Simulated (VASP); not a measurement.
Input of a VASP 6.6.1 run:

The input INCAR:

```
SYSTEM = Ru
PREC     = Accurate       ! precision mode
ENCUT    = 500            ! plane-wave cutoff, eV
EDIFF    = 1E-6           ! SCF threshold, eV
ISMEAR   = 1              ! smearing method
SIGMA    = 0.15           ! smearing width, eV
LREAL    = .False.        ! projectors in reciprocal space
LASPH    = .True.         ! aspherical terms in the spheres
NELM     = 120            ! most SCF steps
ALGO     = Normal         ! electronic algorithm
ISIF     = 2              ! what is computed and relaxed
LWAVE    = .False.        ! write WAVECAR
LCHARG   = .False.        ! write CHGCAR
GGA      = PE             ! functional
NBANDS   = 21             ! bands
GGA_COMPAT= .False.
```

The input KPOINTS:

```
regular mesh
0
Gamma
  3 3 2
  0 0 0
```

POSCAR

```
Ru
1.0
    2.7058000000      0.0000000000      0.0000000000
   -1.3529000000      2.3432900000      0.0000000000
    0.0000000000      0.0000000000      4.2819000000
Ru
2
Direct
    0.3333333333      0.6666666667      0.2500000000
    0.6666666667      0.3333333333      0.7500000000
```

Potentials or basis: VASP PAW PBE potentials, release 64 (Ru_pv).

Launch:

```console
$ cat potpaw_PBE.64/Ru_pv/POTCAR > POTCAR
$ mpirun -np 1 vasp_std > vasp.out
```

What does it give for the band gap on the k mesh?

Zero (band 14 reaches 13.85 eV, above the bottom of band 15 at 11.45 eV).

Estimate the pressure.

13.0 GPa.

Stress tensor (GPa, compression positive):
```
 31.17   0.00   0.00
  0.00  31.17   0.00
  0.00   0.00 -23.31
```

Caveat: the k points lie up to 0.89 Å⁻¹ apart.
